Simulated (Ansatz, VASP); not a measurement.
Two plane-wave programs on Os

INCAR

```
ALGO = Normal
EDIFF = 1E-7
ENCUT = 520
GGA = PE
ISIF = 2
ISMEAR = -1
LASPH = True
LCHARG = False
LREAL = False
LWAVE = False
NBANDS = 10
NELM = 60
PREC = Accurate
SIGMA = 0.1
```

KPOINTS

```
k-points
0
Gamma
  17 17 17
```

File POSCAR:

```
Os
1.0
   -1.4354318484      1.4354318484      1.4354318484
    1.4354318484     -1.4354318484      1.4354318484
    1.4354318484      1.4354318484     -1.4354318484
Os
1
Direct
    0.0000000000      0.0000000000      0.0000000000
```

Input for Ansatz:

```yaml
crystal:
  lattice:
    - [-1.4354318484, 1.4354318484, 1.4354318484]
    - [1.4354318484, -1.4354318484, 1.4354318484]
    - [1.4354318484, 1.4354318484, -1.4354318484]
  atoms:
    - { symbol: Os, position: [0.0, 0.0, 0.0] }
kpoints:
  mp_grid: { grid: [17, 17, 17] }
scf:
  occupations: { method: fermi_dirac, width: 0.1 }
hamiltonian:
  xc: pbe
  pseudopotentials: { kind: paw }
output:
  forces: true
  stress: true
  eigenvalues: true
  populations: true
```

Change from the starting cell: volume scaled by 0.8, PAW files.

Alike in both runs: task single point; functional PBE; k mesh 17 × 17 × 17; occupations fermi-dirac, width 0.1 eV; no spin polarisation.

|  | VASP | Ansatz |
| --- | --- | --- |
| version | VASP 6.6.1 | Ansatz 0.2.0 |
| potentials or method | VASP PAW PBE potentials, release 64 (Os) | PAW with Ansatz's default frozen-core files, scalar-relativistic |
| plane-wave cutoff (eV) | 520 | 420 |
| valence electrons in the cell | 8 | 16 |

```tsv
	VASP	Ansatz	Ansatz less VASP
pressure (GPa)	136.8	132.1	-4.78
```

Both programs put the cell under a high pressure, so it lies far from rest at this level. VASP's potentials hold 8 valence electrons a cell and Ansatz's 16, so a difference there can come from the potentials and not from the codes.

Spin-orbit coupling is off throughout. Noted on VASP's run: the cell as given lies far from equilibrium.
